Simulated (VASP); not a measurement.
# TiO2 in VASP: a series of runs

Runs on TiO2. Level: PBE+U. Tasks: single point.

Everything below comes from runs of VASP 6.6.1. Logs are shortened: lines on timing, memory, paths and dates and some standing lists are left out, and cuts for length are marked.

## Step 1: The cell of the first run

Symmetry: Imma, No. 74, orthorhombic system. The conventional cell has a = 3.795 Å, b = 3.933 Å, c = 9.653 Å, α = 90.00°, β = 90.00°, γ = 90.00°. Within 2.6 Å of Ti (site symmetry mm2) lie 6 O at 1.95 to 2.03 Å. O (site symmetry mm2) has 3 Ti at 1.96 to 2.01 Å and 2 O at 2.51 Å within 2.6 Å. Within 2.6 Å of O (site symmetry mm2) lie 3 Ti at 1.95 to 2.03 Å and 2 O at 2.48 Å.

## Step 2: Single point, PBE+U (uniaxial strain along a: +3.0 %, then relaxed in part)

File INCAR:

```
SYSTEM = TiO2
ALGO = Normal
EDIFF = 1E-7
ENCUT = 520
GGA = PE
ISIF = 2
ISMEAR = 0
LASPH = .TRUE.
LCHARG = .FALSE.
LDAU = .TRUE.
LDAUJ = 0 0
LDAUL = 2 -1
LDAUPRINT = 1
LDAUTYPE = 2
LDAUU = 4 0
LMAXMIX = 4
LREAL = .FALSE.
LWAVE = .FALSE.
NBANDS = 60
NELM = 150
PREC = Accurate
SIGMA = 0.02
```

File KPOINTS:

```
k-points
0
G
  6 6 4
  0 0 0
```

File POSCAR:

```
TiO2
1.0
    3.9325407478      0.0000000000      0.0000000000
    0.0000000000      3.7950800552      0.0000000000
    0.0000000000      0.0000000000      9.6530616596
Ti O
4 8
Direct
    0.0000000000      0.0000000000     -0.0031493127
    0.0000000000      0.5000000000      0.2531493127
    0.5000000000      0.5000000000      0.4968506873
    0.5000000000      0.0000000000      0.7531493127
    0.0000000000      0.5000000000      0.4561386810
    0.0000000000      0.0000000000      0.2073586924
    0.0000000000      0.5000000000      0.0426413076
    0.5000000000      0.5000000000      0.2938613190
    0.5000000000      0.0000000000      0.9561386810
    0.5000000000      0.5000000000      0.7073586924
    0.5000000000      0.0000000000      0.5426413076
    0.0000000000      0.0000000000      0.7938613190
```

Potentials or basis: VASP PAW PBE potentials, release 64 (Ti_sv, O).

Started as:

```console
$ cat potpaw_PBE.64/Ti_sv/POTCAR potpaw_PBE.64/O/POTCAR > POTCAR
$ mpirun -np 1 vasp_std > vasp.out
```

OUTCAR:

```text
SYSTEM = TiO2
   EDIFF = 1E-7
   ENCUT = 520
   GGA = PE
   ISIF = 2
   ISMEAR = 0
   LASPH = .TRUE.
   LREAL = .FALSE.
   NELM = 150
   PREC = Accurate

 ion  position               nearest neighbor table
   1  0.000  0.000  0.997-   7 1.95   7 1.95  12 1.96   9 2.01   9 2.01   6 2.03
   2  0.000  0.500  0.253-   6 1.95   6 1.95   5 1.96   8 2.01   8 2.01   7 2.03
   3  0.500  0.500  0.497-  11 1.95  11 1.95   8 1.96   5 2.01   5 2.01  10 2.03
   4  0.500  0.000  0.753-  10 1.95  10 1.95   9 1.96  12 2.01  12 2.01  11 2.03
   5  0.000  0.500  0.456-   2 1.96   3 2.01   3 2.01
   6  0.000  0.000  0.207-   2 1.95   2 1.95   1 2.03
   7  0.000  0.500  0.043-   1 1.95   1 1.95   2 2.03
   8  0.500  0.500  0.294-   3 1.96   2 2.01   2 2.01
   9  0.500  0.000  0.956-   4 1.96   1 2.01   1 2.01
  10  0.500  0.500  0.707-   4 1.95   4 1.95   3 2.03
  11  0.500  0.000  0.543-   3 1.95   3 1.95   4 2.03
  12  0.000  0.000  0.794-   1 1.96   4 2.01   4 2.01

  LATTYP: Found a simple orthorhombic cell.
 ALAT       =     3.7950800552
 B/A-ratio  =     1.0362207623
 C/A-ratio  =     2.5435726043

  Lattice vectors:

 A1 = (   0.0000000000,  -3.7950800552,   0.0000000000)
 A2 = (   3.9325407478,   0.0000000000,   0.0000000000)
 A3 = (   0.0000000000,   0.0000000000,   9.6530616596)

Analysis of symmetry for initial positions (statically):
=====================================================================
 Subroutine PRICEL returns following result:

  LATTYP: Found a body centered orthorhombic cell.
 ALAT       =     3.7950800552
 B/A-ratio  =     1.0362207623
 C/A-ratio  =     2.5435726043

  Lattice vectors:

 A1 = (   1.9662703739,   1.8975400276,   4.8265308298)
 A2 = (  -1.9662703739,  -1.8975400276,   4.8265308298)
 A3 = (   1.9662703739,  -1.8975400276,  -4.8265308298)

   2 primitive cells build up your supercell.

 Routine SETGRP: Setting up the symmetry group for a
 simple orthorhombic supercell.

[... 178 lines left out ...]
  volume of cell :      144.07
 maximum number of plane-waves:      3916
 NGX is ok and might be reduce to    30
   NGX = 15   NGY = 15   NGZ = 35

atom =   1  type =  1  l = 2

 onsite density matrix

spin component  1
[... 116 lines left out ...]
  o =  0.0895  v =  0.0000 -0.0000 -0.0000 -1.0000 -0.0000  0.0000  0.0000  0.0000  0.0000  0.0000      0.0000  0.0000  0.0000  0.0000  0.0000  0.0000  0.0000  0.0000  0.0000  0.0000
  o =  0.0895  v =  0.0000  0.0000  0.0000  0.0000  0.0000  0.0000 -0.0000 -0.0000 -1.0000 -0.0000      0.0000  0.0000  0.0000  0.0000  0.0000  0.0000  0.0000  0.0000  0.0000  0.0000
  o =  0.1008  v =  1.0000  0.0000  0.0000  0.0000  0.0000  0.0000  0.0000  0.0000  0.0000  0.0000      0.0000  0.0000  0.0000  0.0000  0.0000  0.0000  0.0000  0.0000  0.0000  0.0000
  o =  0.1008  v =  0.0000  0.0000  0.0000  0.0000  0.0000  1.0000  0.0000  0.0000  0.0000  0.0000      0.0000  0.0000  0.0000  0.0000  0.0000  0.0000  0.0000  0.0000  0.0000  0.0000
  o =  0.1095  v =  0.0000 -1.0000  0.0000  0.0000  0.0000  0.0000  0.0000  0.0000  0.0000  0.0000      0.0000  0.0000  0.0000  0.0000  0.0000  0.0000  0.0000  0.0000  0.0000  0.0000
  o =  0.1095  v =  0.0000  0.0000  0.0000  0.0000  0.0000  0.0000 -1.0000  0.0000  0.0000  0.0000      0.0000  0.0000  0.0000  0.0000  0.0000  0.0000  0.0000  0.0000  0.0000  0.0000
  o =  0.2354  v =  0.0000  0.0000  0.0000  0.0000  0.0000  0.0000 -0.0000  0.3644 -0.0000 -0.9312      0.0000  0.0000  0.0000  0.0000  0.0000  0.0000  0.0000  0.0000  0.0000  0.0000
  o =  0.2354  v =  0.0000 -0.0000  0.3644 -0.0000 -0.9312  0.0000  0.0000  0.0000  0.0000  0.0000      0.0000  0.0000  0.0000  0.0000  0.0000  0.0000  0.0000  0.0000  0.0000  0.0000
  o =  0.2532  v =  0.0000  0.0000  0.0000  0.0000  0.0000  0.0000 -0.0000 -0.9312 -0.0000 -0.3644      0.0000  0.0000  0.0000  0.0000  0.0000  0.0000  0.0000  0.0000  0.0000  0.0000
  o =  0.2532  v =  0.0000 -0.0000 -0.9312 -0.0000 -0.3644  0.0000  0.0000  0.0000  0.0000  0.0000      0.0000  0.0000  0.0000  0.0000  0.0000  0.0000  0.0000  0.0000  0.0000  0.0000

 number of electron      95.9999990 magnetization

 Free energy of the ion-electron system (eV)
  ---------------------------------------------------
  ext. energy  EPLUGINS =         0.00000000
  ---------------------------------------------------
  free energy    TOTEN  =       -96.96566468 eV

  energy without entropy =      -96.96566468  energy(sigma->0) =      -96.96566468

 E-fermi :   3.1464     XC(G=0): -10.4625

 val. band max:        3.0603366754   @ k =   0.5000   0.3333   0.0000
 cond. band min:       5.6988103021   @ k =   0.0000   0.0000   0.0000
 fundamental gap:      2.6384736267
 Fermi energy:         3.1464350735

 k-point     1 :       0.0000    0.0000    0.0000
  band No.  band energies     occupation
      1     -54.4615      2.00000
      2     -54.4409      2.00000
      3     -54.4366      2.00000
      4     -54.4159      2.00000
      5     -30.7995      2.00000
      6     -30.6545      2.00000
[... 1501 lines left out ...]
     59       7.6745      0.00000
     60       7.6745      0.00000

 [... further k-points ...]
[... 5 lines left out ...]
  --------------------------------------------------------------------------------------
  -------------------------------------------------------------------------------------
  Total       -2.8019113      4.3127778      3.3466271      0.0000000      0.0000000      0.0000000
  in kB      -31.1605926     47.9632286     37.2184818      0.0000000      0.0000000      0.0000000
  external PRESSURE =      18.0070393 kB  Pullay stress =       0.0000000 kB

 VOLUME and BASIS-vectors are now :
 -----------------------------------------------------------------------------
  energy-cutoff  :      520.00
  volume of cell :      144.07
      direct lattice vectors                 reciprocal lattice vectors
     3.932540748  0.000000000  0.000000000     0.254288528  0.000000000  0.000000000
     0.000000000  3.795080055  0.000000000     0.000000000  0.263499053  0.000000000
     0.000000000  0.000000000  9.653061660     0.000000000  0.000000000  0.103594076

 POSITION                                       TOTAL-FORCE (eV/Angst)
 -----------------------------------------------------------------------------------
      0.00000      0.00000      9.62266        -0.000000     -0.000000      0.089520
      0.00000      1.89754      2.44367         0.000000     -0.000000     -0.089520
      1.96627      1.89754      4.79613        -0.000000     -0.000000      0.089520
      1.96627      0.00000      7.27020         0.000000      0.000000     -0.089520
      0.00000      1.89754      4.40313         0.000000     -0.000000      0.254573
      0.00000      0.00000      2.00165         0.000000     -0.000000      0.095137
      0.00000      1.89754      0.41162         0.000000      0.000000     -0.095137
      1.96627      1.89754      2.83666        -0.000000     -0.000000     -0.254573
      1.96627      0.00000      9.22967         0.000000      0.000000      0.254573
      1.96627      1.89754      6.82818         0.000000     -0.000000      0.095137
      1.96627      0.00000      5.23815         0.000000      0.000000     -0.095137
      0.00000      0.00000      7.66319        -0.000000     -0.000000     -0.254573
 -----------------------------------------------------------------------------------
    total drift:                               -0.000000      0.000000      0.000000

  FREE ENERGIE OF THE ION-ELECTRON SYSTEM (eV)
  ---------------------------------------------------
  free  energy   TOTEN  =       -96.9656646794 eV

  energy  without entropy=      -96.9656646794  energy(sigma->0) =      -96.96566468
```

Wall time 5.6 min (1 thread of Intel Xeon Platinum 8488C (Sapphire Rapids), shared host); peak memory 0.42 GiB.

What came out:

* Free energy: -96.9657 eV
* Pressure: 1.8 GPa
* Largest force: 0.255 eV/Å
* Band gap on the k mesh: 2.64 eV

Forces in eV/Å, atoms in the order of the input:
```
Ti   0.000  0.000  0.090
Ti   0.000  0.000 -0.090
Ti   0.000  0.000  0.090
Ti   0.000  0.000 -0.090
O    0.000  0.000  0.255
O    0.000  0.000  0.095
O    0.000  0.000 -0.095
O    0.000  0.000 -0.255
O    0.000  0.000  0.255
O    0.000  0.000  0.095
O    0.000  0.000 -0.095
O    0.000  0.000 -0.255
```

Stress tensor (GPa, compression positive):
```
-3.12  0.00  0.00
 0.00  4.80  0.00
 0.00  0.00  3.72
```

Eigenvalues of the final occupation matrices:
```csv
site,spin,trace,eigenvalues
site 1 d,1,0.79,0.09 0.10 0.11 0.24 0.25
site 1 d,2,0.79,0.09 0.10 0.11 0.24 0.25
site 2 d,1,0.79,0.09 0.10 0.11 0.24 0.25
site 2 d,2,0.79,0.09 0.10 0.11 0.24 0.25
site 3 d,1,0.79,0.09 0.10 0.11 0.24 0.25
site 3 d,2,0.79,0.09 0.10 0.11 0.24 0.25
site 4 d,1,0.79,0.09 0.10 0.11 0.24 0.25
site 4 d,2,0.79,0.09 0.10 0.11 0.24 0.25
```

Caveat: the cell differs from its parent crystal (uniaxial strain along a: +3.0 %, then relaxed in part); the stress differs along the axes, from -3 to 5 GPa. A k mesh can miss the band edges.

## Step 3: Single point, PBE+U (uniaxial strain along a: -4.5 %)

File INCAR:

```
PREC = Accurate ; ENCUT = 520
EDIFF = 1E-7 ; ISMEAR = 0
SIGMA = 0.02 ; LREAL = F
LASPH = T ; NELM = 150
ALGO = Normal ; ISIF = 2
LWAVE = F ; LCHARG = T
LMAXMIX = 4 ; LDAU = T
LDAUTYPE = 2 ; LDAUL = 2 -1
LDAUU = 4 0 ; LDAUJ = 0 0
LDAUPRINT = 1 ; GGA = PE
LELF = T ; LVHAR = T
NBANDS = 60
```

File KPOINTS:

```
Automatic mesh
0
Gamma
  6 6 4
```

File POSCAR:

```
TiO2
1.0
    3.6461906933      0.0000000000      0.0000000000
    0.0000000000      3.8609532342      0.0000000000
    0.0000000000      0.0000000000      9.8850829001
Ti O
4 8
Direct
    0.0000000000      0.0000000000      0.0034673840
    0.0000000000      0.5000000000      0.2465326160
    0.5000000000      0.5000000000      0.5034673840
    0.5000000000      0.0000000000      0.7465326160
    0.0000000000      0.5000000000      0.4537256368
    0.0000000000      0.0000000000      0.2027837657
    0.0000000000      0.5000000000      0.0472162343
    0.5000000000      0.5000000000      0.2962743632
    0.5000000000      0.0000000000      0.9537256368
    0.5000000000      0.5000000000      0.7027837657
    0.5000000000      0.0000000000      0.5472162343
    0.0000000000      0.0000000000      0.7962743632
```

Potentials or basis: VASP PAW PBE potentials, release 64 (Ti_sv, O).

Started as:

```console
$ cat potpaw_PBE.64/Ti_sv/POTCAR potpaw_PBE.64/O/POTCAR > POTCAR
$ mpirun -np 1 vasp_std > vasp.out
```

Wall time 4.1 min (1 thread of Intel Xeon 6975P-C (Granite Rapids), shared host); peak memory 0.42 GiB.

Results (log left out):

```yaml
Free_energy: -96.5597 eV
Pressure: 11.2 GPa
Largest_force: 0.459 eV/Å
Band_gap_on_the_k_mesh: 2.86 eV
```

Forces in eV/Å, atoms in the order of the input:
```
Ti   0.000  0.000  0.459
Ti   0.000  0.000 -0.459
Ti   0.000  0.000  0.459
Ti   0.000  0.000 -0.459
O    0.000  0.000  0.053
O    0.000  0.000  0.350
O    0.000  0.000 -0.350
O    0.000  0.000 -0.053
O    0.000  0.000  0.053
O    0.000  0.000  0.350
O    0.000  0.000 -0.350
O    0.000  0.000 -0.053
```

Stress tensor (GPa, compression positive):
```
22.47  0.00  0.00
 0.00  3.19  0.00
 0.00  0.00  8.01
```

Levels at points of the mesh, in eV from the valence-band top:
| k point | band 45 | band 46 | band 47 | band 48 | band 49 | band 50 | band 51 | band 52 |
| --- | --- | --- | --- | --- | --- | --- | --- | --- |
| (0.00, 0.00, 0.00) | -0.47 | -0.24 | -0.07 | 0.00 | 2.86 | 3.13 | 3.20 | 3.50 |
| (0.50, 0.00, 0.00) | -0.79 | -0.79 | -0.70 | -0.70 | 3.95 | 3.95 | 3.99 | 3.99 |
| (0.00, 0.50, 0.00) | -0.94 | -0.94 | -0.73 | -0.73 | 4.03 | 4.03 | 4.05 | 4.05 |
| (0.50, 0.50, 0.00) | -0.09 | -0.09 | -0.09 | -0.09 | 3.80 | 3.80 | 3.80 | 3.80 |
| (0.00, 0.00, 0.50) | -0.18 | -0.18 | -0.10 | -0.10 | 2.94 | 2.94 | 3.40 | 3.40 |
| (0.50, 0.00, 0.50) | -0.70 | -0.70 | -0.63 | -0.63 | 3.85 | 3.85 | 4.03 | 4.03 |
| (0.00, 0.50, 0.50) | -0.82 | -0.82 | -0.75 | -0.75 | 3.96 | 3.96 | 4.04 | 4.04 |
| (0.50, 0.50, 0.50) | -0.25 | -0.25 | -0.25 | -0.25 | 3.99 | 3.99 | 3.99 | 3.99 |

Eigenvalues of the final occupation matrices:
| site | spin | trace | eigenvalues |
| --- | --- | --- | --- |
| site 1 d | 1 | 0.82 | 0.09 0.11 0.12 0.24 0.26 |
| site 1 d | 2 | 0.82 | 0.09 0.11 0.12 0.24 0.26 |
| site 2 d | 1 | 0.82 | 0.09 0.11 0.12 0.24 0.26 |
| site 2 d | 2 | 0.82 | 0.09 0.11 0.12 0.24 0.26 |
| site 3 d | 1 | 0.82 | 0.09 0.11 0.12 0.24 0.26 |
| site 3 d | 2 | 0.82 | 0.09 0.11 0.12 0.24 0.26 |
| site 4 d | 1 | 0.82 | 0.09 0.11 0.12 0.24 0.26 |
| site 4 d | 2 | 0.82 | 0.09 0.11 0.12 0.24 0.26 |

Caveat: the cell differs from its parent crystal (uniaxial strain along a: -4.5 %); the stress differs along the axes, from 3 to 22 GPa. A k mesh can miss the band edges.

[end of part 1 of 3]
